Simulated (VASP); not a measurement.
Runs of VASP 6.6.1 on Pb. The structure is cubic, space group Fm-3m (No. 225). The conventional cell has a = 5.035 Å, b = 5.035 Å, c = 5.035 Å, α = 90.00°, β = 90.00°, γ = 90.00°. Pb (site symmetry m-3m) has 12 Pb at 3.56 Å within 4.7 Å. 

| k mesh | smearing | gap on the mesh (eV) | pressure (GPa) |
| --- | --- | --- | --- |
| 11 × 11 × 11 | methfessel-paxton 0.2 eV | none | -0.2 |
| 12 × 12 × 12 | fermi-dirac 0.1 eV | none | (a) |
| 11 × 11 × 11 | methfessel-paxton 0.3 eV | none | -0.1 |
| 18 × 18 × 18 | fermi-dirac 0.1 eV | none | 0.1 |
| 11 × 11 × 11 | methfessel-paxton 0.01 eV | none | -0.2 |

Alike in all rows: task single point; level PBE; potentials or basis VASP PAW PBE potentials, release 64 (Pb_d); no spin polarisation; cell as given; cutoff (eV) 520.

Fill in the values left out.

(a) 0.3.

Caveats: spin-orbit coupling is left out, which moves the levels of the heavy elements; so wide a smearing shifts energies and pressures (at least some runs).

A k mesh can miss the band edges, and the runs leave out spin-orbit coupling on Pb.

A gap of «none» marks levels without a gap at the run's occupations.
